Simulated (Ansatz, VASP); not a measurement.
**GaP: VASP beside Ansatz**

```
CELL_PARAMETERS angstrom
1.91469 1.10544 6.35845
-1.91469 1.10544 6.35845
0.00000 -2.21089 6.35845
ATOMIC_POSITIONS crystal
Ga 0.43580 0.43580 0.43580
Ga 0.56420 0.56420 0.56420
P 0.05780 0.05780 0.05780
P 0.94220 0.94220 0.94220
```

Alike in both runs: functional PBEsol; k mesh 12 × 12 × 12; occupations gaussian, width 0.02 eV; no spin polarisation.

Ansatz relaxed the structure, and its values are those at the end. VASP's run is a single point on that final structure, the one shown.

```csv
,VASP,Ansatz
version,VASP 6.6.1,Ansatz 0.2.0
potentials or method,"VASP PAW PBE potentials, release 64 (Ga_d, P), cutoff 520 eV","scalar-relativistic, plane waves, PAW"
valence electrons in the cell,36,36
```

```tsv
	VASP	Ansatz	Ansatz less VASP
gap on the k mesh at the Fermi level (eV)	0.69	0.68	-0.011
least direct gap on the mesh (eV)	1.15	1.15	+0.001
pressure (GPa)	0.0	0.0	+0.04
rms of the force components (eV/Å)	0.004	0.001	-0.0032
```

VASP's potentials were made for PBE, not for PBEsol.
